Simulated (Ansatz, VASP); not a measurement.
MgO in VASP and in Ansatz

The input INCAR:

```
ALGO = Normal ; EDIFF = 1E-6
ENCUT = 600 ; GGA = PE
GGA_COMPAT = False ; ISIF = 2
ISMEAR = 0 ; IVDW = 12
LASPH = True ; LCHARG = False
LREAL = False ; LWAVE = False
NBANDS = 11 ; NELM = 120
PREC = Accurate ; SIGMA = 0.1
```

The input KPOINTS:

```
k-points
0
Gamma
  8 8 8
```

Contents of POSCAR:

```
MgO
1.0
    0.0000000000      2.0970013100      2.0970013100
    2.0970013100      0.0000000000      2.0970013100
    2.0970013100      2.0970013100      0.0000000000
Mg O
1 1
Direct
    0.0000000000      0.0000000000      0.0000000000
    0.5000000000      0.5000000000      0.5000000000
```

Input for Ansatz:

```yaml
crystal:
  lattice:
    - [0.0, 2.09700131, 2.09700131]
    - [2.09700131, 0.0, 2.09700131]
    - [2.09700131, 2.09700131, 0.0]
  atoms:
    - { symbol: Mg, position: [0.0, 0.0, 0.0] }
    - { symbol: O, position: [0.5, 0.5, 0.5] }
basis:
  ecutwfc: 420
kpoints:
  mp_grid: { grid: [8, 8, 8] }
hamiltonian:
  xc: pbe
  dispersion: d3bj
scf:
  occupations: { method: gaussian, width: 0.1 }
  lower_state_search: "off"
output:
  forces: true
  stress: true
  eigenvalues: true
```

Alike in both runs: task single point; functional PBE; dispersion D3(BJ); k mesh 8 × 8 × 8; occupations gaussian, width 0.1 eV; no spin polarisation.

|  | VASP | Ansatz |
| --- | --- | --- |
| version | VASP 6.6.1 | Ansatz 0.2.0 |
| potentials or method | VASP PAW PBE potentials, release 64 (Mg, O), cutoff 600 eV | scalar-relativistic, plane waves, PAW |
| valence electrons in the cell | 8 | 16 |

```tsv
	VASP	Ansatz	Ansatz less VASP
gap on the k mesh at the Fermi level (eV)	4.85	4.87	+0.015
least direct gap on the mesh (eV)	4.85	4.87	+0.015
pressure (GPa)	0.6	1.6	+0.98
```

VASP's potentials hold 8 valence electrons a cell and Ansatz's 16, so a difference there can come from the potentials and not from the codes.
